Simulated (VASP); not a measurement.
A run of VASP 6.6.1:

The input INCAR:

```
PREC = Accurate
ENCUT = 520
EDIFF = 1E-7
ISMEAR = 0
SIGMA = 0.1
LREAL = F
LASPH = T
NELM = 100
ALGO = Normal
ISIF = 2
LWAVE = F
LCHARG = F
GGA = PE
NBANDS = 26
```

KPOINTS

```
regular mesh
0
Gamma
  6 6 4
```

POSCAR

```
GeSbTe3
1.0
    5.6584868500      0.0000000000      0.0000000000
   -2.8292434300      4.9003933600      0.0000000000
    0.0000000000      0.0000000000      6.7673330900
Ge Sb Te
1 1 3
Direct
    0.0000000000      0.0000000000      0.5000000000
    0.0000000000      0.0000000000      0.0000000000
    0.5000000000      0.0000000000      0.0000000000
    0.0000000000      0.5000000000      0.0000000000
    0.5000000000      0.5000000000      0.0000000000
```

Potentials or basis: VASP PAW PBE potentials, release 64 (Ge_d, Sb, Te).

The run is started by

```console
$ cat potpaw_PBE.64/Ge_d/POTCAR potpaw_PBE.64/Sb/POTCAR potpaw_PBE.64/Te/POTCAR > POTCAR
$ mpirun -np 1 vasp_std > vasp.out
```

Hardware: 1 thread of Intel(R) Xeon(R) 6975P-C (Granite Rapids), on a shared host.

Q: How long does it take, and how much memory?

A: It took 85 s on 1 thread of Intel(R) Xeon(R) 6975P-C (Granite Rapids), with other jobs on the host, peak memory 0.34 GiB. Counts: scf iterations 17, k points 21.
